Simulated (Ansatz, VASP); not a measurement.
## ZrCrSb3: VASP beside Ansatz

```
Zr Cr Sb
1.0
     4.72899    0.00000    0.00000
     0.00000    4.72899    0.00000
     0.00000    0.00000    4.72899
Zr Cr Sb
1 1 3
Cartesian
  2.3645 2.3645 2.3645
  0.0000 0.0000 0.0000
  0.0000 2.3645 2.3645
  2.3645 0.0000 2.3645
  2.3645 2.3645 0.0000
```

Alike in both runs: task single point; functional PBE; k mesh 4 × 4 × 4; occupations gaussian, width 0.1 eV; collinear spin.

|  | VASP | Ansatz |
| --- | --- | --- |
| version | VASP 6.6.1 | Ansatz 0.2.0 |
| potentials or method | VASP PAW PBE potentials, release 64 (Zr_sv, Cr_pv, Sb), cutoff 520 eV | scalar-relativistic, plane waves, PAW |
| valence electrons in the cell | 39 | 71 |

VASP gave:

* gap on the k mesh at the Fermi level (eV): none
* net moment per atom (μB): 0.99
* size of the moment on the site where the two differ most (μB): 4.11

Question: Estimate Ansatz's values.

Answer: gap on the k mesh at the Fermi level (eV): none; net moment per atom (μB): 0.98; size of the moment on the site where the two differ most (μB): 4.39.

Site moments also hang on the region over which each program counts them. A gap of «none» marks a metal or a gap that the smearing closes. VASP's potentials hold 39 valence electrons a cell and Ansatz's 71, so a difference there can come from the potentials and not from the codes.

Spin-orbit coupling is off throughout.
